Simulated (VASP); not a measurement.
The system is Te3P.

```
CELL_PARAMETERS angstrom
5.10410 0.00000 0.00000
0.00000 5.10410 0.00000
0.00000 0.00000 3.87100
ATOMIC_POSITIONS crystal
Te 0.00000 0.50000 0.50000
Te 0.50000 0.00000 0.50000
Te 0.50000 0.50000 0.00000
P 0.00000 0.00000 0.00000
```

| Quantity | Value |
| --- | --- |
| Program | VASP 6.6.1 |
| Task | relaxation of cell and atoms |
| Functional | PBE |
| Potentials or basis | VASP PAW PBE potentials, release 64 (Te, P) |
| Cutoff | 600 eV |
| k mesh | 10 × 10 × 12 |
| Occupations | gaussian, width 0.1 eV |
| Spin | no spin polarisation |

At the start: pressure -0.3 GPa; volume 25.21 Å³/atom.

**Question.** How do energy, volume and symmetry change on relaxing?

**Answer.** Over 8 steps the energy falls by 7.5 meV/atom and the volume is 25.12 Å³/atom (-0.4 %); space group P4/mmm (No. 123, to 0.05 Å).

The path:
```csv
step,energy change (eV),largest force (eV/Å),pressure (GPa),volume (Å³)
1,0.0000,0.0000,-0.27,100.85
2,-0.0120,0.0000,0.15,100.21
3,-0.0215,0.0000,0.97,98.98
4,-0.0290,0.0000,0.21,100.12
5,-0.0298,0.0000,-0.11,100.62
6,-0.0298,0.0000,-0.09,100.59
7,-0.0299,0.0000,-0.05,100.52
8,-0.0299,0.0000,-0.03,100.48
```

Final structure:
```
Te P
1.0
     5.21760    0.00000    0.00000
     0.00000    5.21760    0.00000
     0.00000    0.00000    3.69098
Te P
3 1
Direct
  0.00000 0.50000 0.50000
  0.50000 0.00000 0.50000
  0.50000 0.50000 0.00000
  0.00000 0.00000 0.00000
```
